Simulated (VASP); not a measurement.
Wanted: the native input for a VASP 6.6.1 run.

```
Task                   : single point
Functional             : r2SCAN
Potentials or basis    : VASP PAW PBE potentials, release 64 (Mg_sv, O)
Cutoff                 : 660 eV
k mesh                 : 10 × 10 × 10
Occupations            : gaussian, width 0.02 eV
Spin                   : no spin polarisation
Dipole correction      : no
Second run             : valence_matched
Further INCAR settings : ALGO = Normal; EDIFF = 1e-06; NBANDS = 15
```

MgO (Periclase):

```
CELL_PARAMETERS angstrom
0.00000 2.14340 2.14340
2.14340 0.00000 2.14340
2.14340 2.14340 0.00000
ATOMIC_POSITIONS crystal
Mg 0.00000 0.00000 0.00000
O 0.50000 0.50000 0.50000
```

This cell differs from its parent crystal: volume scaled by 1.06.

These files were run (other wordings do the same):

POSCAR

```
MgO
1.0
    0.0000000000      2.1433978369      2.1433978369
    2.1433978369      0.0000000000      2.1433978369
    2.1433978369      2.1433978369      0.0000000000
Mg O
1 1
Direct
    0.0000000000      0.0000000000      0.0000000000
    0.5000000000      0.5000000000      0.5000000000
```

INCAR.step1

```
SYSTEM = MgO
  PREC = Accurate
  ENCUT = 660
  ISMEAR = 0
  SIGMA = 0.02
  LREAL = .FALSE.
  LASPH = .TRUE.
  NELM = 120
  NBANDS = 15
  GGA = PE
  ALGO = Normal
  EDIFF = 1E-5
  LWAVE = .TRUE.
  LCHARG = .FALSE.
  GGA_COMPAT = .FALSE.
```

INCAR.step2

```
SYSTEM = MgO
  PREC = Accurate
  ENCUT = 660
  EDIFF = 1E-6
  ISMEAR = 0
  SIGMA = 0.02
  LREAL = .FALSE.
  LASPH = .TRUE.
  NELM = 120
  ALGO = Normal
  ISIF = 2
  LWAVE = .FALSE.
  LCHARG = .FALSE.
  METAGGA = R2SCAN
  LMIXTAU = .TRUE.
  NBANDS = 15
  ISTART = 1
  GGA_COMPAT = .FALSE.
```

KPOINTS

```
Automatic mesh
0
G
  10 10 10
  0 0 0
```

Potentials or basis: VASP PAW PBE potentials, release 64 (Mg_sv, O).

The run is started by

```bash
$ cat potpaw_PBE.64/Mg_sv/POTCAR potpaw_PBE.64/O/POTCAR > POTCAR
$ cp INCAR.step1 INCAR
$ mpirun -np 1 vasp_std > vasp.out
$ cp INCAR.step2 INCAR
$ mpirun -np 1 vasp_std > vasp.out
```

It gave:

- Pressure: -8.8 GPa
- Band gap on the k mesh: 5.14 eV, direct

Caveat: the PAW data sets were made with another functional, which shifts forces and pressure a little.

Wall time 71 s on 1 thread of Intel(R) Xeon(R) Platinum 8375C CPU @ 2.90GHz (Ice Lake), on a shared host, peak memory 0.17 GiB.
